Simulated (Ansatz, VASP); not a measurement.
## MgS: VASP beside Ansatz

Contents of INCAR:

```
ALGO = Normal
EDIFF = 1E-6
ENCUT = 600
GGA = PS
GGA_COMPAT = False
ISIF = 2
ISMEAR = 0
LASPH = True
LCHARG = True
LELF = True
LREAL = False
LVHAR = True
LWAVE = False
NBANDS = 11
NELM = 120
PREC = Accurate
SIGMA = 0.02
```

File KPOINTS:

```
k-points
0
Gamma
  8 8 8
```

The input POSCAR:

```
MgS
1.0
    0.0000000000      2.5908700919      2.5908700919
    2.5908700919      0.0000000000      2.5908700919
    2.5908700919      2.5908700919      0.0000000000
Mg S
1 1
Direct
    0.0000000000      0.0000000000      0.0000000000
    0.5000000000      0.5000000000      0.5000000000
```

Input for Ansatz:

```yaml
crystal:
  lattice:
    - [0.0, 2.5908700919, 2.5908700919]
    - [2.5908700919, 0.0, 2.5908700919]
    - [2.5908700919, 2.5908700919, 0.0]
  atoms:
    - { symbol: Mg, position: [0.0, 0.0, 0.0] }
    - { symbol: S, position: [0.5, 0.5, 0.5] }
basis:
  ecutwfc: 600.0
kpoints:
  mp_grid: { grid: [8, 8, 8] }
hamiltonian:
  xc: pbesol
  pseudopotentials: { kind: paw, azcp: { folder: soft_1 } }
scf:
  occupations: { method: gaussian, width: 0.02 }
output:
  forces: true
  stress: true
  eigenvalues: true
```

Alike in both runs: task single point; functional PBEsol; k mesh 8 × 8 × 8; occupations gaussian, width 0.02 eV; no spin polarisation.

```csv
,VASP,Ansatz
version,VASP 6.6.1,Ansatz 0.2.0
potentials or method,"VASP PAW PBE potentials, release 64 (Mg, S), cutoff 600 eV","scalar-relativistic, plane waves, PAW"
valence electrons in the cell,8,16
```

VASP gave:

- gap on the k mesh at the Fermi level (eV): 2.73
- least direct gap on the mesh (eV): 3.69
- pressure (GPa): -0.2

Q: What did Ansatz give for the same quantities?

A: gap on the k mesh at the Fermi level (eV): 2.73; least direct gap on the mesh (eV): 3.69; pressure (GPa): 0.0.

VASP's potentials were made for PBE, not for PBEsol, and Ansatz warns of the same on its side. VASP's potentials hold 8 valence electrons a cell and Ansatz's 16, so a difference there can come from the potentials and not from the codes.
